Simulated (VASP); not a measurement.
## Co: single point with LDA

The system is Co.

```
CELL_PARAMETERS angstrom
2.48736 0.00000 0.00000
-1.24368 2.15412 0.00000
0.00000 0.00000 4.06329
ATOMIC_POSITIONS crystal
Co 0.33333 0.66667 0.74014
Co 0.66667 0.33333 0.25986
```

```
Program             : VASP 6.6.1
Task                : single point
Functional          : LDA
Potentials or basis : VASP PAW LDA potentials, release 64 (Co)
Cutoff              : 520 eV
k mesh              : 12 × 12 × 7
Occupations         : fermi-dirac, width 0.05 eV
Spin                : collinear spin, ferromagnetic start
Starting moments    : [2.0, 2.0] μB
```

| Quantity | Value |
| --- | --- |
| Pressure | -18.7 GPa |
| Largest force | 0.410 eV/Å |
| Net moment | 3.09 μB per cell |
| Site moments | Co +1.55 μB |
| Valence electrons inside the program's atomic spheres | Co 8.28 |

Forces in eV/Å, atoms in the order of the input:
```
Co   0.000  0.000  0.410
Co   0.000  0.000 -0.410
```

Stress tensor (GPa, compression positive):
```
-17.87   0.00   0.00
  0.00 -17.87   0.00
  0.00   0.00 -20.48
```

Levels at points of the mesh, in eV from the Fermi level:
Spin up:
| k point | band 8 | band 9 | band 10 | band 11 | band 12 | band 13 | band 14 | band 15 |
| --- | --- | --- | --- | --- | --- | --- | --- | --- |
| (0.00, 0.00, 0.00) | -1.71 | -1.71 | -0.63 | -0.63 | -0.15 | 6.22 | 22.07 | 24.62 |
| (0.50, 0.00, 0.00) | -0.49 | -0.45 | -0.32 | 1.42 | 3.42 | 9.45 | 10.41 | 12.63 |
Spin down:
```
           k point  band 5  band 6  band 7  band 8  band 9  band 10
(0.00, 0.00, 0.00)   -1.03   -0.71   -0.71   -0.18   -0.18     0.03
(0.50, 0.00, 0.00)   -1.15   -1.08   -0.69    1.12    1.20     1.29
```

It took 91 s on 1 thread of Intel Xeon 8259CL (shared host), peak memory 0.17 GiB.

Caveat: the cell stands under tension.
